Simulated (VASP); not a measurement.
# SnO2 (Imm2) in VASP: a series of runs

The runs below take SnO2 through single point, relaxation of cell and atoms, with PBE.

Everything below comes from runs of VASP 6.6.1. Logs are shortened: lines on timing, memory, paths and dates and some standing lists are left out, and cuts for length are marked.

## Step 1: The cell of the first run

The structure is orthorhombic, space group Imm2 (No. 44). The conventional cell has a = 2.952 Å, b = 5.203 Å, c = 4.494 Å, α = 90.00°, β = 90.00°, γ = 90.00°. Sn (site symmetry mm2) has 6 O at 2.05 to 2.09 Å within 2.7 Å. Within 2.7 Å of O (site symmetry m) lie 3 Sn at 2.05 to 2.09 Å and 6 O at 2.55 to 2.69 Å.

The cell was built from a structure type or drawn by symmetry, and may not be a known phase.

## Step 2: Single point, PBE

The input, INCAR:

```
SYSTEM = SnO2
  PREC = Accurate
  ENCUT = 520
  EDIFF = 1E-7
  ISMEAR = 0
  SIGMA = 0.1
  LREAL = .False.
  LASPH = .True.
  NELM = 80
  ALGO = Normal
  ISIF = 2
  LWAVE = .False.
  LCHARG = .False.
  GGA = PE
  NBANDS = 20
```

The input, KPOINTS:

```
regular mesh
0
Gamma
  8 8 8
  0 0 0
```

The input, POSCAR:

```
SnO2
1.0
   -1.4760147100      2.6016501500      2.2468733300
    1.4760147100     -2.6016501500      2.2468733300
    1.4760147100      2.6016501500     -2.2468733300
Sn O
1 2
Direct
    0.3656184200      0.8656184200      0.5000000000
    0.9789568800      0.2239234700      0.7550334100
    0.4688900500      0.2239234700      0.2449665900
```

Potentials or basis: VASP PAW PBE potentials, release 64 (Sn_d, O).

Command:

```sh
> cat potpaw_PBE.64/Sn_d/POTCAR potpaw_PBE.64/O/POTCAR > POTCAR
> mpirun -np 1 vasp_std > vasp.out
```

OUTCAR:

```text
SYSTEM = SnO2
   PREC = Accurate
   ENCUT = 520
   EDIFF = 1E-7
   ISMEAR = 0
   LREAL = .False.
   LASPH = .True.
   NELM = 80
   ISIF = 2
   GGA = PE

 ion  position               nearest neighbor table
   1  0.366  0.866  0.500-   3 2.05   2 2.05   2 2.05   3 2.05   3 2.09   2 2.09
   2  0.979  0.224  0.755-   1 2.05   1 2.05   1 2.09
   3  0.469  0.224  0.245-   1 2.05   1 2.05   1 2.09

  LATTYP: Found a body centered orthorhombic cell.
 ALAT       =     2.9520294200
 B/A-ratio  =     1.5222567328
 C/A-ratio  =     1.7626180365

  Lattice vectors:

 A1 = (   1.4760147100,  -2.6016501500,  -2.2468733300)
 A2 = (  -1.4760147100,  -2.6016501500,   2.2468733300)
 A3 = (  -1.4760147100,   2.6016501500,  -2.2468733300)

Analysis of symmetry for initial positions (statically):
=====================================================================
 Subroutine PRICEL returns:
 Original cell was already a primitive cell.

 Routine SETGRP: Setting up the symmetry group for a
 body centered orthorhombic supercell.

 Subroutine GETGRP returns: Found  4 space group operations
 (whereof  4 operations were pure point group operations)
 out of a pool of  8 trial point group operations.

The static configuration has the point symmetry C_2v.

Analysis of symmetry for dynamics (positions and initial velocities):
=====================================================================
 Subroutine PRICEL returns:
 Original cell was already a primitive cell.

 Routine SETGRP: Setting up the symmetry group for a
 body centered orthorhombic supercell.

 Subroutine GETGRP returns: Found  4 space group operations
 (whereof  4 operations were pure point group operations)
 out of a pool of  8 trial point group operations.

The dynamic configuration has the point symmetry C_2v.

 Subroutine INISYM returns: Found  4 space group operations
 (whereof  4 operations are pure point group operations),
 and found     1 'primitive' translations

----------------------------------------------------------------------------------------

                                     Primitive cell

  volume of cell :      34.5126

  direct lattice vectors                    reciprocal lattice vectors
    -1.476014710  2.601650150  2.246873330     0.000000000  0.192185717  0.222531459
     1.476014710 -2.601650150  2.246873330     0.338750012  0.000000000  0.222531459
     1.476014710  2.601650150 -2.246873330     0.338750012  0.192185717  0.000000000

  length of vectors
     3.741075071  3.741075071  3.741075071     0.294033332  0.405304602  0.389470050

  position of ions in fractional coordinates (direct lattice)
     0.365618420  0.865618420  0.500000000
     0.978956880  0.223923470  0.755033410
     0.468890050  0.223923470  0.244966590

  ion indices of the primitive-cell ions
   primitive index   ion index
                 1           1
                 2           2
                 3           3

----------------------------------------------------------------------------------------

 KPOINTS: regular mesh

Automatic generation of k-mesh.
 Grid dimensions read from file:
 generate k-points for:    8    8    8

 Generating k-lattice:

  Cartesian coordinates                     Fractional coordinates (reciprocal lattice)
     0.000000000  0.024023215  0.027816432     0.125000000  0.000000000  0.000000000
     0.042343751  0.000000000  0.027816432     0.000000000  0.125000000 -0.000000000
     0.042343751  0.024023215  0.000000000     0.000000000 -0.000000000  0.125000000

  Length of vectors
     0.036754166  0.050663075  0.048683756

  Shift w.r.t. Gamma in fractional coordinates (k-lattice)
     0.000000000  0.000000000  0.000000000

 Subroutine IBZKPT returns following result:
 ===========================================

 Found     95 irreducible k-points:

 Following reciprocal coordinates:
            Coordinates               Weight
  0.000000  0.000000  0.000000      1.000000
  0.125000  0.000000  0.000000      4.000000
  0.250000  0.000000  0.000000      4.000000
  0.375000  0.000000 -0.000000      4.000000
  0.500000  0.000000  0.000000      2.000000
  0.000000  0.125000  0.000000      4.000000
[... 16 lines left out ...]
  0.125000  0.375000  0.000000      8.000000
  0.250000  0.375000 -0.000000      8.000000
 [... further k-points ...]
   k-points           NKPTS =     95   k-points in BZ     NKDIM =     95   number of bands    NBANDS=     20
   number of dos      NEDOS =    301   number of ions     NIONS =      3
   total plane-waves  NPLWV =  21952
   dimension x,y,z NGX =    28 NGY =   28 NGZ =   28
   dimension x,y,z NGXF=    56 NGYF=   56 NGZF=   56
   ions per type =               1   2
   NGX,Y,Z   is equivalent  to a cutoff of  12.44, 12.44, 12.44 a.u.
   NGXF,Y,Z  is equivalent  to a cutoff of  24.89, 24.89, 24.89 a.u.
 SYSTEM =  SnO2
   PREC   = accura    normal or accurate (medium, high low for compatibility)
   ISTART =      0    job   : 0-new  1-cont  2-samecut
   ICHARG =      2    charge: 1-file 2-atom 10-const
   ISPIN  =      1    spin polarized calculation?
   LNONCOLLINEAR =      F non collinear calculations
   LSORBIT =      F    spin-orbit coupling
   LASPH  =      T    aspherical Exc in radial PAW
   ENCUT  =  520.0 eV  38.22 Ry    6.18 a.u.   6.96  6.96  6.96*2*pi/ulx,y,z
   NELM   =     80;   NELMIN=  2; NELMDL= -5     # of ELM steps
   EDIFF  = 0.1E-06   stopping-criterion for ELM
   LREAL  =      F    real-space projection
   EDIFFG = 0.1E-05   stopping-criterion for IOM
   NSW    =      0    number of steps for IOM
   IBRION =     -1    ionic relax: 0-MD 1-quasi-New 2-CG
   NFREE  =      0    steps in history (QN), initial steepest desc. (CG)
   ISIF   =      2    stress and relaxation
   ISYM   =      2    0-nonsym 1-usesym 2-fastsym
   POTIM  = 0.5000    time-step for ionic-motion
   TEBEG  =    0.0;   TEEND  =   0.0 temperature during run
   PSTRESS=    0.0 pullay stress
   NELECT =      26.0000    total number of electrons
   NUPDOWN=      -1.0000    fix difference up-down
   EMIN   =  10.00;   EMAX   =-10.00  energy-range for DOS
   EFERMI =   0.00;   METHOD = LEGACY
   ISMEAR =     0;   SIGMA  =   0.10  broadening in eV -4-tet -1-fermi 0-gaus
   EFERMI_NEDOS =   21; number of points for ismear=-14 and -15
   IALGO  =     38    algorithm
   IMIX   =      4    mixing-type and parameters
     AMIX     =   0.40;   BMIX     =  1.00
     AMIX_MAG =   1.60;   BMIX_MAG =  1.00
  volume/ion in A,a.u.               =      11.50        77.63
  Fermi-wavevector in a.u.,A,eV,Ry     =   1.489612  2.814959 30.190574  2.218945
  Thomas-Fermi vector in A             =   2.602499
   LORBIT       =      0    0 simple, 1 ext, 2 COOP (PROOUT), +10 PAW based schemes
   GGA     = PE    functional components
   LHFCALC =     F    Hartree Fock is set to
   AEXX    =    0.0000 exact exchange contribution
   IVDW    =     0    specifies the selected vdW correction
   LEPSILON=     F    determine dielectric tensor
   LRPA    =     F    only Hartree local field effects (RPA)
 non-spin polarized calculation
 Gauss-broadening in eV      SIGMA  =   0.10
  energy-cutoff  :      520.00
  volume of cell :       34.51
 maximum number of plane-waves:       945
   NGX = 13   NGY = 13   NGZ = 13

 number of electron      26.0000002 magnetization

 Free energy of the ion-electron system (eV)
  ---------------------------------------------------
  ext. energy  EPLUGINS =         0.00000000
  ---------------------------------------------------
  free energy    TOTEN  =       -17.40604624 eV

  energy without entropy =      -17.40573931  energy(sigma->0) =      -17.40589277

 E-fermi :   7.4527     XC(G=0): -11.4825

 val. band max:        7.3399443682   @ k =  -0.3750   0.5000   0.3750
 cond. band min:       7.4811633442   @ k =   0.5000   0.5000   0.5000
 fundamental gap:      0.1412189761
 Fermi energy:         7.4526787667

 k-point     1 :       0.0000    0.0000    0.0000
  band No.  band energies     occupation
      1     -14.0645      2.00000
      2     -14.0487      2.00000
      3     -13.5129      2.00000
      4     -13.5097      2.00000
      5     -13.4168      2.00000
      6     -12.4327      2.00000
[... 12 lines left out ...]
     19      22.2835      0.00000
     20      24.3573      0.00000

 k-point     2 :       0.1250    0.0000    0.0000
  band No.  band energies     occupation
      1     -14.1316      2.00000
      2     -13.9784      2.00000
      3     -13.5132      2.00000
      4     -13.5002      2.00000
      5     -13.4128      2.00000
      6     -12.3093      2.00000
[... 12 lines left out ...]
     19      22.3449      0.00000
     20      24.2025      0.00000

 k-point     3 :       0.2500    0.0000    0.0000
  band No.  band energies     occupation
      1     -14.1926      2.00000
      2     -13.9155      2.00000
      3     -13.5148      2.00000
      4     -13.4762      2.00000
      5     -13.4053      2.00000
      6     -11.9359      2.00000
[... 12 lines left out ...]
     19      22.7166      0.00000
     20      23.4626      0.00000

 k-point     4 :       0.3750    0.0000   -0.0000
  band No.  band energies     occupation
      1     -14.2342      2.00000
      2     -13.8785      2.00000
      3     -13.5165      2.00000
      4     -13.4519      2.00000
      5     -13.4002      2.00000
      6     -11.3382      2.00000
[... 12 lines left out ...]
     19      22.3617      0.00000
     20      23.6878      0.00000

 k-point     5 :       0.5000    0.0000    0.0000
  band No.  band energies     occupation
      1     -14.2492      2.00000
      2     -13.8669      2.00000
      3     -13.5172      2.00000
      4     -13.4418      2.00000
      5     -13.3985      2.00000
      6     -10.7020      2.00000
[... 12 lines left out ...]
     19      22.0504      0.00000
     20      23.7939      0.00000
[... 353 lines left out ...]
      6     -11.7338      2.00000
[... 12 lines left out ...]
     19      22.7515      0.00000
     20      23.3367      0.00000

 k-point    22 :       0.0000    0.3750    0.0000
  band No.  band energies     occupation
      1     -14.3257      2.00000
      2     -13.9166      2.00000
      3     -13.5392      2.00000
      4     -13.5272      2.00000
      5     -13.3183      2.00000
      6     -10.8552      2.00000
[... 12 lines left out ...]
     19      22.3280      0.00000
     20      22.6406      0.00000

 k-point    23 :       0.1250    0.3750    0.0000
  band No.  band energies     occupation
      1     -14.3121      2.00000
      2     -13.9406      2.00000
      3     -13.5406      2.00000
      4     -13.5173      2.00000
      5     -13.3196      2.00000
      6     -10.5685      2.00000
[... 12 lines left out ...]
     19      22.4425      0.00000
     20      22.6054      0.00000

 k-point    24 :       0.2500    0.3750   -0.0000
  band No.  band energies     occupation
      1     -14.2831      2.00000
      2     -13.9700      2.00000
      3     -13.5512      2.00000
      4     -13.5161      2.00000
      5     -13.3237      2.00000
      6     -10.2177      2.00000
[... 12 lines left out ...]
     19      22.6909      0.00000
     20      23.3869      0.00000

 [... further k-points ...]

------------------------ aborting loop because EDIFF is reached ----------------------------------------

  FORCE on cell =-STRESS in cart. coord.  units (eV):
  Direction    XX          YY          ZZ          XY          YZ          ZX
  --------------------------------------------------------------------------------------
  -------------------------------------------------------------------------------------
  Total        7.5385289      1.8509564      2.6092484      0.0000000      0.0000000      0.0000000
  in kB      349.9604973     85.9267935    121.1289188      0.0000000      0.0000000      0.0000000
  external PRESSURE =     185.6720699 kB  Pullay stress =       0.0000000 kB

 VOLUME and BASIS-vectors are now :
 -----------------------------------------------------------------------------
  energy-cutoff  :      520.00
  volume of cell :       34.51
      direct lattice vectors                 reciprocal lattice vectors
    -1.476014710  2.601650150  2.246873330     0.000000000  0.192185717  0.222531459
     1.476014710 -2.601650150  2.246873330     0.338750012  0.000000000  0.222531459
     1.476014710  2.601650150 -2.246873330     0.338750012  0.192185717  0.000000000

 POSITION                                       TOTAL-FORCE (eV/Angst)
 -----------------------------------------------------------------------------------
      1.47601      0.00000      1.64300        -0.000000      0.000000     -0.665513
      0.00000      3.92867      1.00626        -0.000000     -0.163374      0.332756
      0.00000      1.27463      1.00626         0.000000      0.163374      0.332756
 -----------------------------------------------------------------------------------
    total drift:                               -0.000019      0.000031      0.000107

  FREE ENERGIE OF THE ION-ELECTRON SYSTEM (eV)
  ---------------------------------------------------
  free  energy   TOTEN  =       -17.4060462405 eV

  energy  without entropy=      -17.4057393061  energy(sigma->0) =      -17.40589277
```

It took 40 s on 1 thread of AMD EPYC 9R45 (Zen 5), shared host; peak memory 0.17 GiB.

Results:

* Free energy: -17.4060 eV
* Pressure: 18.6 GPa
* Largest force: 0.666 eV/Å
* Band gap on the k mesh: zero (bands 13 and 14 overlap by 0.64 eV)

Forces in eV/Å, atoms in the order of the input:
```
Sn   0.000  0.000 -0.666
O    0.000 -0.163  0.333
O    0.000  0.163  0.333
```

Caveat: the cell stands under pressure; semilocal functionals underestimate gaps, so a narrow gap can read as zero; spin-orbit coupling is left out, which moves the levels of the heavy elements.

## Step 3: Relaxation of cell and atoms, PBE

The input, INCAR:

```
SYSTEM = SnO2
PREC = Accurate
ENCUT = 600
EDIFF = 1E-6
ISMEAR = 0
SIGMA = 0.1
LREAL = .False.
LASPH = .True.
NELM = 100
ALGO = Normal
ISIF = 3
LWAVE = .False.
LCHARG = .False.
GGA = PE
IBRION = 2
NSW = 90
EDIFFG = -0.04
```

The input, KPOINTS:

```
Automatic mesh
0
Gamma
  8 8 8
  0 0 0
```

POSCAR is that of step 2.

Potentials or basis: VASP PAW PBE potentials, release 64 (Sn_d, O).

Command:

```sh
> cat potpaw_PBE.64/Sn_d/POTCAR potpaw_PBE.64/O/POTCAR > POTCAR
> mpirun -np 1 vasp_std > vasp.out
```

Run time: 12 min. Hardware: 1 thread of AMD EPYC 9R45 (Zen 5), shared host; peak memory 0.2 GiB.

Results (log left out):

```yaml
Free_energy: -17.9136 eV
Relaxed_volume: 11.38 Å³/atom
Relaxed_cell: a = 3.643 Å, b = 3.643 Å, c = 3.643 Å, α = 121.74°, β = 90.02°, γ = 118.26°
Space_group_after_relaxing_to_0.1_Å: Immm (No. 71)
Energy_gained_by_relaxing: 167.5 meV/atom
Ionic_steps: 32
Pressure_after_relaxing: -0.2 GPa
Largest_force_after_relaxing: 0.040 eV/Å
Band_gap_on_the_k_mesh: zero (bands 13 and 14 overlap by 0.15 eV)
```

Forces on the atoms (eV/Å):
```
Sn   0.000  0.000 -0.040
O    0.000  0.006  0.020
O    0.000 -0.006  0.020
```

Stress tensor (GPa, compression positive):
```
 0.01  0.00  0.00
 0.00 -0.05  0.00
 0.00  0.00 -0.42
```

Step by step:
```csv
step,energy change (eV),largest force (eV/Å),pressure (GPa),volume (Å³)
1,0.0000,0.6661,18.31,34.51
2,-0.1294,0.5467,-12.93,41.42
3,-0.2764,0.6590,-2.85,38.22
4,-0.3190,0.2629,-0.71,37.70
5,-0.3190,0.2636,-0.72,37.70
6,-0.3436,0.2534,0.05,37.25
7,-0.3715,0.3494,2.01,36.15
8,-0.3872,0.2012,-1.31,36.56
9,-0.3884,0.1568,-2.62,36.72
10,-0.3981,0.0853,-2.27,36.43
11,-0.4219,0.2747,-0.99,35.52
12,-0.4445,0.2858,4.67,33.67
13,-0.4386,0.3414,0.09,34.95
14,-0.4549,0.3423,1.80,34.31
15,-0.4559,0.2983,3.06,33.99
16,-0.4565,0.3224,2.40,34.14
17,-0.4598,0.2779,2.58,34.06
18,-0.4615,0.2279,2.87,33.97
19,-0.4654,0.2090,2.52,34.02
20,-0.4751,0.1556,1.41,34.19
21,-0.4855,0.1105,-0.68,34.52
22,-0.4864,0.1017,-1.43,34.65
23,-0.4878,0.1004,-1.09,34.58
24,-0.4905,0.0955,-0.22,34.37
25,-0.4905,0.0756,1.80,33.95
26,-0.4915,0.0889,0.75,34.17
27,-0.4932,0.0775,0.71,34.15
28,-0.4973,0.0479,0.65,34.09
29,-0.5004,0.1178,0.83,33.97
30,-0.5018,0.0789,-0.33,34.17
31,-0.5018,0.0702,-0.58,34.21
32,-0.5026,0.0397,-0.15,34.15
```

Final structure:
```
CELL_PARAMETERS angstrom
-1.77327 2.57543 1.86923
1.77327 -2.57543 1.86923
1.77327 2.57543 -1.86923
ATOMIC_POSITIONS crystal
Sn 0.27240 0.77240 0.50000
O 0.01900 0.27053 0.74847
O 0.52207 0.27053 0.25153
```

Levels at points of the mesh, in eV from the Fermi level:
| k point | band 10 | band 11 | band 12 | band 13 | band 14 | band 15 | band 16 | band 17 |
| --- | --- | --- | --- | --- | --- | --- | --- | --- |
| (0.00, 0.00, 0.00) | -2.73 | -1.55 | -1.39 | -1.22 | -0.24 | 6.39 | 6.93 | 7.42 |
| (0.50, 0.00, 0.00) | -3.27 | -3.19 | -2.06 | -2.04 | 4.35 | 7.61 | 9.65 | 10.29 |
| (0.00, 0.50, 0.00) | -5.32 | -0.29 | -0.27 | -0.19 | 2.99 | 6.74 | 9.70 | 11.71 |
| (0.50, 0.50, 0.00) | -3.37 | -3.31 | -2.13 | -2.13 | 4.46 | 7.89 | 9.63 | 10.25 |
| (0.50, 0.50, 0.50) | -5.14 | -0.34 | -0.20 | -0.17 | 3.01 | 6.79 | 9.68 | 11.33 |

Caveat: semilocal functionals underestimate gaps, so a narrow gap can read as zero; spin-orbit coupling is left out, which moves the levels of the heavy elements.
